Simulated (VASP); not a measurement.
Wanted: the native input for a VASP 6.6.1 run.

```
Task                   : single point
Functional             : PBE
Dispersion             : D4
Potentials or basis    : VASP PAW PBE potentials, release 64 (Co)
Cutoff                 : 520 eV
k mesh                 : 12 × 12 × 4
Occupations            : fermi-dirac, width 0.05 eV
Spin                   : collinear spin, ferromagnetic start
Starting moments       : [2.0, 2.0, 2.0, 2.0] μB
Dipole correction      : no
Further INCAR settings : ALGO = Fast; EDIFF = 1e-07; NBANDS = 30
```

The structure of Co lies in POSCAR:

```
Co
1.0
    2.4754583894      0.0000000000      0.0000000000
   -1.2377291947      2.1438098512      0.0000000000
    0.0000000000      0.0000000000      8.0056398539
Co
4
Direct
    0.6666666667      0.3333333333      0.7500000000
    0.0000000000      0.0000000000      0.5000000000
    0.3333333333      0.6666666667      0.2500000000
    0.0000000000      0.0000000000      0.0000000000
```

These files were run (other wordings do the same):

INCAR

```
SYSTEM = Co
PREC = Accurate ; ENCUT = 520
EDIFF = 1E-7 ; ISMEAR = -1
SIGMA = 0.05 ; LREAL = .FALSE.
LASPH = .TRUE. ; NELM = 150
ALGO = Fast ; ISIF = 2
LWAVE = .FALSE. ; LCHARG = .FALSE.
ISPIN = 2 ; MAGMOM = 2 2 2 2
LORBIT = 11 ; LMAXMIX = 4
GGA = PE ; IVDW = 13
NBANDS = 30
```

KPOINTS

```
Automatic mesh
0
G
  12 12 4
  0 0 0
```

Potentials or basis: VASP PAW PBE potentials, release 64 (Co).

Launch:

```bash
$ cat potpaw_PBE.64/Co/POTCAR > POTCAR
$ mpirun -np 1 vasp_std > vasp.out
```

It gave:

| Property | Result |
| --- | --- |
| Pressure | -0.9 GPa |
| Net moment | 6.55 μB per cell |
| Site moments | Co +1.66, +1.64 (each value once) μB |
| Valence electrons inside the program's atomic spheres | Co 8.31, 8.32 (each value once) |
| Dispersion energy per atom | -0.437 eV |

Run time: 7.3 min on 1 thread of AMD EPYC 7R13, on a shared host, peak memory 0.2 GiB.
